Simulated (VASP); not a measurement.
Here is a VASP 6.6.1 calculation.

Contents of INCAR:

```
AGGAC = 1.0 ; AGGAX = 1.0
ALDAC = 0.0 ; ALDAX = 1.0
ALGO = Normal ; EDIFF = 1E-6
EDIFFG = -0.01 ; ENCUT = 600
GGA = B5 ; IBRION = 2
ISIF = 3 ; ISMEAR = -1
LASPH = T ; LCHARG = F
LREAL = F ; LWAVE = F
NELM = 60 ; NSW = 60
PREC = Accurate ; SIGMA = 0.05
```

Contents of KPOINTS:

```
k-points
0
Gamma
  8 8 8
```

The input POSCAR:

```
InP
1.0
    0.0000000000      2.9305000000      2.9305000000
    2.9305000000      0.0000000000      2.9305000000
    2.9305000000      2.9305000000      0.0000000000
In P
1 1
Direct
    0.0000000000      0.0000000000      0.0000000000
    0.7500000000      0.7500000000      0.7500000000
```

Potentials or basis: VASP PAW PBE potentials, release 64 (In_d, P).

Run with:

```sh
$ cat potpaw_PBE.64/In_d/POTCAR potpaw_PBE.64/P/POTCAR > POTCAR
$ mpirun -np 1 vasp_std > vasp.out
```

Problem. What does it give for the relaxed cell?

Solution. a = 4.294 Å, b = 4.294 Å, c = 4.294 Å, α = 60.00°, β = 60.00°, γ = 60.00°.

Problem. Estimate the relaxed volume.

Solution. 28.00 Å³/atom.

Final structure:
```
In P
1.0
     0.00000    3.03664    3.03664
     3.03664    0.00000    3.03664
     3.03664    3.03664    0.00000
In P
1 1
Direct
  0.00000 0.00000 0.00000
  0.75000 0.75000 0.75000
```

Caveat: the PAW data sets were made with another functional, which shifts forces and pressure a little; the volume moved by +11 % from the deposited cell, more than functionals usually miss. Zero-point motion and thermal expansion aren't in these numbers.
